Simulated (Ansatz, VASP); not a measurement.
## One calculation of V, two programs

```
V
1.0
    -1.53291    1.53291    1.53291
     1.53291   -1.53291    1.53291
     1.53291    1.53291   -1.53291
V
1
Cartesian
  0.0000 0.0000 0.0000
```

Change from the starting cell: volume scaled by 1.04, crystal datasets.

Alike in both runs: task electric field gradients; functional PBE; k mesh 19 × 19 × 19; occupations fermi-dirac, width 0.03 eV; collinear spin.

|  | VASP | Ansatz |
| --- | --- | --- |
| version | VASP 6.6.1 | Ansatz 0.2.0 |
| potentials or method | VASP PAW PBE potentials, release 64 (V_sv), cutoff 520 eV | all-electron PAW with datasets made for the crystal, scalar-relativistic |

Ansatz gave:

```
pressure (GPa)           : -11.0
net moment per atom (μB) : 0.00
```

What did VASP give for the same quantities?

Pressure (GPa): -10.8; net moment per atom (μB): 0.00.

Ansatz ran all-electron here, and VASP with PAW potentials. Ansatz's warnings: seeded moment not kept.
